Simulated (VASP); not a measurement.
A run of VASP 6.6.1 is set up as follows.

Contents of INCAR:

```
SYSTEM = Se
PREC     = Accurate       ! precision mode
ENCUT    = 520            ! plane-wave cutoff, eV
EDIFF    = 1E-6           ! SCF threshold, eV
ISMEAR   = -1             ! smearing method
SIGMA    = 0.03           ! smearing width, eV
LREAL    = .FALSE.        ! projectors in reciprocal space
LASPH    = .TRUE.         ! aspherical terms in the spheres
NELM     = 60             ! most SCF steps
ALGO     = Normal         ! electronic algorithm
ISIF     = 2              ! what is computed and relaxed
LWAVE    = .FALSE.        ! write WAVECAR
LCHARG   = .FALSE.        ! write CHGCAR
GGA      = PS             ! functional
NBANDS   = 16             ! bands
```

File KPOINTS:

```
Automatic mesh
0
G
  6 6 5
  0 0 0
```

POSCAR

```
Se
1.0
    4.2788759499      0.0000000000      0.0000000000
   -2.1394379750      3.7056152723      0.0000000000
    0.0000000000      0.0000000000      4.9536000000
Se
3
Direct
    0.2254000000      0.0000000000      0.3333333333
    0.0000000000      0.2254000000      0.6666666667
    0.7746000000      0.7746000000      0.0000000000
```

Potentials or basis: VASP PAW PBE potentials, release 64 (Se).

Launch:

```console
$ cat potpaw_PBE.64/Se/POTCAR > POTCAR
$ mpirun -np 1 vasp_std > vasp.out
```

Problem. Predict the largest force.

Solution. 0.738 eV/Å.

Problem. Estimate the pressure.

Solution. 2.4 GPa.

Forces in eV/Å, atoms in the order of the input:
```
Se   0.738  0.000  0.000
Se  -0.369  0.639  0.000
Se  -0.369 -0.639  0.000
```

Caveat: the cell differs from its parent crystal (equal xx and yy strain of -2 %); the PAW data sets were made with another functional, which shifts forces and pressure a little.
